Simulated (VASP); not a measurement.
# MnH4 (P4/mmm) in VASP: single point with PBE

Aim: the single point of MnH4 with PBE.

Everything below comes from runs of VASP 6.6.1. Logs are shortened: lines on timing, memory, paths and dates and some standing lists are left out, and cuts for length are marked.

### Step 1. The cell of the first run

Symmetry: P4/mmm, No. 123, tetragonal system. The conventional cell has a = 2.641 Å, b = 2.641 Å, c = 5.333 Å, α = 90.00°, β = 90.00°, γ = 90.00°. Within 2.3 Å of Mn (site symmetry 4/mmm) lie 8 H at 1.70 Å. H (site symmetry 2mm) has 2 Mn at 1.70 Å and 5 H at 1.87 to 2.13 Å within 2.3 Å.

The cell was built from a structure type or drawn by symmetry, and may not be a known phase.

### Step 2. Single point, PBE, collinear spin, ferromagnetic start

Contents of INCAR:

```
ALGO = Normal
EDIFF = 1E-7
ENCUT = 520
GGA = PE
ISIF = 2
ISMEAR = 0
ISPIN = 2
LASPH = T
LCHARG = T
LELF = T
LMAXMIX = 4
LORBIT = 11
LREAL = F
LVHAR = T
LWAVE = F
MAGMOM = 1.69 0 0 0 0
NBANDS = 20
NELM = 150
PREC = Accurate
SIGMA = 0.1
```

Contents of KPOINTS:

```
k-points
0
Gamma
  12 12 6
```

Contents of POSCAR:

```
MnH4
1.0
    2.6412267122      0.0000000000      0.0000000000
    0.0000000000      2.6412267122      0.0000000000
    0.0000000000      0.0000000000      5.3327710652
Mn H
1 4
Direct
    0.5000000000      0.5000000000      0.0000000000
    0.5000000000      0.0000000000      0.8006802766
    0.0000000000      0.5000000000      0.1993197234
    0.5000000000      0.0000000000      0.1993197234
    0.0000000000      0.5000000000      0.8006802766
```

Potentials or basis: VASP PAW PBE potentials, release 64 (Mn_pv, H).

On the command line:

```
cat potpaw_PBE.64/Mn_pv/POTCAR potpaw_PBE.64/H/POTCAR > POTCAR
mpirun -np 1 vasp_std > vasp.out
```

OUTCAR:

```text
EDIFF = 1E-7
   ENCUT = 520
   GGA = PE
   ISIF = 2
   ISMEAR = 0
   ISPIN = 2
   LASPH = T
   LORBIT = 11
   LREAL = F
   NELM = 150
   PREC = Accurate

 ion  position               nearest neighbor table
   1  0.500  0.500  0.000-   2 1.70   3 1.70   4 1.70   5 1.70   2 1.70   4 1.70   3 1.70   5 1.70

   2  0.500  0.000  0.801-   1 1.70   1 1.70
   3  0.000  0.500  0.199-   1 1.70   1 1.70
   4  0.500  0.000  0.199-   1 1.70   1 1.70
   5  0.000  0.500  0.801-   1 1.70   1 1.70

  LATTYP: Found a simple tetragonal cell.
 ALAT       =     2.6412267122
 C/A-ratio  =     2.0190508602

  Lattice vectors:

 A1 = (   2.6412267122,   0.0000000000,   0.0000000000)
 A2 = (   0.0000000000,   2.6412267122,   0.0000000000)
 A3 = (   0.0000000000,   0.0000000000,   5.3327710652)

Analysis of symmetry for initial positions (statically):
=====================================================================
 Subroutine PRICEL returns:
 Original cell was already a primitive cell.

 Routine SETGRP: Setting up the symmetry group for a
 simple tetragonal supercell.

 Subroutine GETGRP returns: Found 16 space group operations
 (whereof 16 operations were pure point group operations)
 out of a pool of 16 trial point group operations.

The static configuration has the point symmetry D_4h.

Analysis of symmetry for dynamics (positions and initial velocities):
=====================================================================
 Subroutine PRICEL returns:
 Original cell was already a primitive cell.

 Routine SETGRP: Setting up the symmetry group for a
 simple tetragonal supercell.

 Subroutine GETGRP returns: Found 16 space group operations
 (whereof 16 operations were pure point group operations)
 out of a pool of 16 trial point group operations.

The dynamic configuration has the point symmetry D_4h.

Analysis of structural, dynamic, and magnetic symmetry:
=====================================================================
 Subroutine PRICEL returns:
 Original cell was already a primitive cell.

 Routine SETGRP: Setting up the symmetry group for a
 simple tetragonal supercell.

 Subroutine GETGRP returns: Found 16 space group operations
 (whereof 16 operations were pure point group operations)
 out of a pool of 16 trial point group operations.

The overall configuration has the point symmetry D_4h.

 Subroutine INISYM returns: Found 16 space group operations
 (whereof 16 operations are pure point group operations),
 and found     1 'primitive' translations

----------------------------------------------------------------------------------------

                                     Primitive cell

  volume of cell :      37.2018

  direct lattice vectors                    reciprocal lattice vectors
     2.641226712  0.000000000  0.000000000     0.378611952  0.000000000  0.000000000
     0.000000000  2.641226712  0.000000000     0.000000000  0.378611952  0.000000000
     0.000000000  0.000000000  5.332771065     0.000000000  0.000000000  0.187519769

  length of vectors
     2.641226712  2.641226712  5.332771065     0.378611952  0.378611952  0.187519769

  position of ions in fractional coordinates (direct lattice)
     0.500000000  0.500000000  0.000000000
     0.500000000  0.000000000  0.800680277
     0.000000000  0.500000000  0.199319723
     0.500000000  0.000000000  0.199319723
     0.000000000  0.500000000  0.800680277

  ion indices of the primitive-cell ions
   primitive index   ion index
                 1           1
                 2           2
                 3           3
                 4           4
                 5           5

----------------------------------------------------------------------------------------

 KPOINTS: k-points

Automatic generation of k-mesh.
 Grid dimensions read from file:
 generate k-points for:   12   12    6

 Generating k-lattice:

  Cartesian coordinates                     Fractional coordinates (reciprocal lattice)
     0.031550996  0.000000000  0.000000000     0.083333333  0.000000000  0.000000000
     0.000000000  0.031550996  0.000000000     0.000000000  0.083333333  0.000000000
     0.000000000  0.000000000  0.031253295     0.000000000  0.000000000  0.166666667

  Length of vectors
     0.031550996  0.031550996  0.031253295

  Shift w.r.t. Gamma in fractional coordinates (k-lattice)
     0.000000000  0.000000000  0.000000000

 Subroutine IBZKPT returns following result:
 ===========================================

 Found    112 irreducible k-points:

 Following reciprocal coordinates:
            Coordinates               Weight
  0.000000  0.000000  0.000000      1.000000
  0.083333  0.000000  0.000000      4.000000
  0.166667  0.000000  0.000000      4.000000
  0.250000  0.000000  0.000000      4.000000
  0.333333  0.000000  0.000000      4.000000
  0.416667  0.000000  0.000000      4.000000
[... 16 lines left out ...]
  0.333333  0.333333  0.000000      4.000000
  0.416667  0.333333  0.000000      8.000000
 [... further k-points ...]
   k-points           NKPTS =    112   k-points in BZ     NKDIM =    112   number of bands    NBANDS=     20
   number of dos      NEDOS =    301   number of ions     NIONS =      5
   total plane-waves  NPLWV =  16000
   dimension x,y,z NGX =    20 NGY =   20 NGZ =   40
   dimension x,y,z NGXF=    40 NGYF=   40 NGZF=   80
   ions per type =               1   4
   NGX,Y,Z   is equivalent  to a cutoff of  12.59, 12.59, 12.47 a.u.
   NGXF,Y,Z  is equivalent  to a cutoff of  25.18, 25.18, 24.94 a.u.
 SYSTEM =  unknown system
   PREC   = accura    normal or accurate (medium, high low for compatibility)
   ISTART =      0    job   : 0-new  1-cont  2-samecut
   ICHARG =      2    charge: 1-file 2-atom 10-const
   ISPIN  =      2    spin polarized calculation?
   LNONCOLLINEAR =      F non collinear calculations
   LSORBIT =      F    spin-orbit coupling
   LASPH  =      T    aspherical Exc in radial PAW
   ENCUT  =  520.0 eV  38.22 Ry    6.18 a.u.   4.91  4.91  9.92*2*pi/ulx,y,z
   NELM   =    150;   NELMIN=  2; NELMDL= -5     # of ELM steps
   EDIFF  = 0.1E-06   stopping-criterion for ELM
   LREAL  =      F    real-space projection
   EDIFFG = 0.1E-05   stopping-criterion for IOM
   NSW    =      0    number of steps for IOM
   IBRION =     -1    ionic relax: 0-MD 1-quasi-New 2-CG
   NFREE  =      0    steps in history (QN), initial steepest desc. (CG)
   ISIF   =      2    stress and relaxation
   ISYM   =      2    0-nonsym 1-usesym 2-fastsym
   POTIM  = 0.5000    time-step for ionic-motion
   TEBEG  =    0.0;   TEEND  =   0.0 temperature during run
   PSTRESS=    0.0 pullay stress
   NELECT =      17.0000    total number of electrons
   NUPDOWN=      -1.0000    fix difference up-down
   EMIN   =  10.00;   EMAX   =-10.00  energy-range for DOS
   EFERMI =   0.00;   METHOD = LEGACY
   ISMEAR =     0;   SIGMA  =   0.10  broadening in eV -4-tet -1-fermi 0-gaus
   EFERMI_NEDOS =   21; number of points for ismear=-14 and -15
   IALGO  =     38    algorithm
   IMIX   =      4    mixing-type and parameters
     AMIX     =   0.40;   BMIX     =  1.00
     AMIX_MAG =   1.60;   BMIX_MAG =  1.00
  volume/ion in A,a.u.               =       7.44        50.21
  Fermi-wavevector in a.u.,A,eV,Ry     =   1.260965  2.382878 21.633709  1.590033
  Thomas-Fermi vector in A             =   2.394448
   LORBIT       =     11    0 simple, 1 ext, 2 COOP (PROOUT), +10 PAW based schemes
   GGA     = PE    functional components
   LHFCALC =     F    Hartree Fock is set to
   AEXX    =    0.0000 exact exchange contribution
   IVDW    =     0    specifies the selected vdW correction
   LEPSILON=     F    determine dielectric tensor
   LRPA    =     F    only Hartree local field effects (RPA)
 spin polarized calculation
 Gauss-broadening in eV      SIGMA  =   0.10
  energy-cutoff  :      520.00
  volume of cell :       37.20
 maximum number of plane-waves:      1018
 NGX is ok and might be reduce to    20
   NGX =  9   NGY =  9   NGZ = 19

 number of electron      17.0000010 magnetization       1.8078220

 Free energy of the ion-electron system (eV)
  ---------------------------------------------------
  ext. energy  EPLUGINS =         0.00000000
  ---------------------------------------------------
  free energy    TOTEN  =       -21.45960713 eV

  energy without entropy =      -21.44720161  energy(sigma->0) =      -21.45340437

 E-fermi :   1.1305     XC(G=0):  -9.0723

 val. band max:        1.1293919147   @ k =   0.2500   0.1667   0.3333
 cond. band min:       1.1347644392   @ k =   0.5000   0.0833   0.5000
 fundamental gap:      0.0053725245
 Fermi energy:         1.1304902899

 spin component 1

 k-point     1 :       0.0000    0.0000    0.0000
  band No.  band energies     occupation
      1     -47.7111      1.00000
      2     -47.7110      1.00000
      3     -47.5864      1.00000
      4      -8.4281      1.00000
      5      -4.6349      1.00000
      6      -3.1436      1.00000
[... 12 lines left out ...]
     19      22.1276      0.00000
     20      22.1276      0.00000

 k-point     2 :       0.0833    0.0000    0.0000
  band No.  band energies     occupation
      1     -47.7262      1.00000
      2     -47.7098      1.00000
      3     -47.5845      1.00000
      4      -8.2771      1.00000
      5      -4.5964      1.00000
      6      -3.0954      1.00000
[... 12 lines left out ...]
     19      21.9665      0.00000
     20      22.2298      0.00000
[... 465 lines left out ...]
      3     -47.5434      1.00000
      4      -4.1443      1.00000
      5      -3.6857      1.00000
      6      -2.5748      1.00000
[... 12 lines left out ...]
     19      18.2174      0.00000
     20      20.9516      0.00000

 k-point    24 :       0.4167    0.3333    0.0000
  band No.  band energies     occupation
      1     -47.9027      1.00000
      2     -47.8587      1.00000
      3     -47.5383      1.00000
      4      -3.5720      1.00000
      5      -3.2768      1.00000
      6      -2.8197      1.00000
[... 12 lines left out ...]
     19      18.5392      0.00000
     20      20.9070      0.00000

 [... further k-points ...]

 spin component 2

 k-point     1 :       0.0000    0.0000    0.0000
  band No.  band energies     occupation
      1     -45.6485      1.00000
      2     -45.6485      1.00000
      3     -45.6010      1.00000
      4      -8.3276      1.00000
      5      -4.7031      1.00000
      6      -2.4474      1.00000
[... 12 lines left out ...]
     19      22.2624      0.00000
     20      22.2624      0.00000

 k-point     2 :       0.0833    0.0000    0.0000
  band No.  band energies     occupation
      1     -45.6651      1.00000
      2     -45.6473      1.00000
      3     -45.5988      1.00000
      4      -8.1776      1.00000
      5      -4.6426      1.00000
      6      -2.4069      1.00000
[... 12 lines left out ...]
     19      22.2236      0.00000
     20      22.3612      0.00000
[... 465 lines left out ...]
      3     -45.5526      1.00000
      4      -3.9962      1.00000
      5      -3.1943      1.00000
      6      -1.7546      1.00000
[... 12 lines left out ...]
     19      18.5060      0.00000
     20      21.2233      0.00000

 k-point    24 :       0.4167    0.3333    0.0000
  band No.  band energies     occupation
      1     -45.8585      1.00000
      2     -45.8105      1.00000
      3     -45.5468      1.00000
      4      -3.0249      1.00000
      5      -2.9695      1.00000
      6      -2.0736      1.00000
[... 12 lines left out ...]
     19      18.7993      0.00000
     20      21.2032      0.00000

 [... further k-points ...]
[... 5 lines left out ...]
  --------------------------------------------------------------------------------------
  -------------------------------------------------------------------------------------
  Total       -0.0240628     -0.0240628     -0.0327399      0.0000000      0.0000000     -0.0000000
  in kB       -1.0363186     -1.0363186     -1.4100152      0.0000000      0.0000000     -0.0000000
  external PRESSURE =      -1.1608841 kB  Pullay stress =       0.0000000 kB

 VOLUME and BASIS-vectors are now :
 -----------------------------------------------------------------------------
  energy-cutoff  :      520.00
  volume of cell :       37.20
      direct lattice vectors                 reciprocal lattice vectors
     2.641226712  0.000000000  0.000000000     0.378611952  0.000000000  0.000000000
     0.000000000  2.641226712  0.000000000     0.000000000  0.378611952  0.000000000
     0.000000000  0.000000000  5.332771065     0.000000000  0.000000000  0.187519769

 POSITION                                       TOTAL-FORCE (eV/Angst)
 -----------------------------------------------------------------------------------
      1.32061      1.32061      0.00000         0.000000     -0.000000      0.000000
      1.32061      0.00000      4.26984         0.000000      0.000000     -0.005142
      0.00000      1.32061      1.06293        -0.000000     -0.000000      0.005142
      1.32061      0.00000      1.06293        -0.000000      0.000000      0.005142
      0.00000      1.32061      4.26984         0.000000     -0.000000     -0.005142
 -----------------------------------------------------------------------------------
    total drift:                               -0.000000     -0.000000     -0.000000

  FREE ENERGIE OF THE ION-ELECTRON SYSTEM (eV)
  ---------------------------------------------------
  free  energy   TOTEN  =       -21.4596071265 eV

  energy  without entropy=      -21.4472016077  energy(sigma->0) =      -21.45340437

 total charge

# of ion       s       p       d       tot
------------------------------------------
    1        0.364   6.463   5.142  11.968
    2        0.522   0.018   0.000   0.540
    3        0.522   0.018   0.000   0.540
    4        0.522   0.018   0.000   0.540
    5        0.522   0.018   0.000   0.540
--------------------------------------------------
tot          2.451   6.534   5.142  14.127

 magnetization (x)

# of ion       s       p       d       tot
------------------------------------------
    1        0.009   0.014   1.895   1.917
    2       -0.029   0.002   0.000  -0.026
    3       -0.029   0.002   0.000  -0.026
    4       -0.029   0.002   0.000  -0.026
    5       -0.029   0.002   0.000  -0.026
--------------------------------------------------
tot         -0.106   0.023   1.895   1.812
```

It took 96 s on 1 thread of AMD EPYC 7R13 (Zen 3), shared host; peak memory 0.21 GiB.

What came out:

```yaml
Free_energy: -21.4596 eV
Pressure: -0.1 GPa
Largest_force: 0.005 eV/Å
Net_moment: 1.81 μB per cell
Site_moments: Mn +1.92; H -0.03 μB
Valence_electrons_inside_the_program's_atomic_spheres: Mn 11.97; H 0.54
```

Forces on the atoms (eV/Å):
```
Mn   0.000  0.000  0.000
H    0.000  0.000 -0.005
H    0.000  0.000  0.005
H    0.000  0.000  0.005
H    0.000  0.000 -0.005
```

Levels at points of the mesh, in eV from the Fermi level:
Spin up:
| k point | band 6 | band 7 | band 8 | band 9 | band 10 | band 11 | band 12 | band 13 |
| --- | --- | --- | --- | --- | --- | --- | --- | --- |
| (0.00, 0.00, 0.00) | -4.27 | -2.53 | -0.79 | -0.79 | -0.52 | 4.38 | 5.95 | 8.30 |
| (0.50, 0.00, 0.00) | -4.41 | -1.80 | -1.42 | -1.32 | -0.61 | 1.66 | 4.69 | 8.01 |
| (0.50, 0.50, 0.00) | -3.60 | -1.95 | -1.95 | -0.94 | 0.67 | 5.94 | 5.94 | 7.92 |
| (0.00, 0.00, 0.50) | -4.27 | -2.34 | -0.79 | -0.79 | -0.52 | 5.82 | 6.67 | 8.45 |
| (0.50, 0.00, 0.50) | -4.26 | -1.75 | -1.71 | -1.42 | -0.61 | 1.77 | 3.90 | 10.62 |
| (0.50, 0.50, 0.50) | -3.59 | -1.83 | -1.83 | -0.90 | 0.67 | 5.49 | 5.49 | 8.24 |
Spin down:
```csv
k point,band 5,band 6,band 7,band 8,band 9,band 10,band 11,band 12
"(0.00, 0.00, 0.00)",-5.83,-3.58,-1.01,0.88,0.88,2.25,4.87,5.63
"(0.50, 0.00, 0.00)",-4.76,-4.40,-1.38,-0.23,1.09,1.18,3.02,5.65
"(0.50, 0.50, 0.00)",-3.72,-1.99,-1.99,-1.72,0.94,1.93,6.75,6.75
"(0.00, 0.00, 0.50)",-6.34,-3.57,-0.68,0.87,0.87,2.25,5.51,6.64
"(0.50, 0.00, 0.50)",-4.89,-4.24,-1.81,-0.07,1.08,1.18,3.10,4.77
"(0.50, 0.50, 0.50)",-3.78,-1.86,-1.86,-1.71,1.01,1.93,6.27,6.27
```
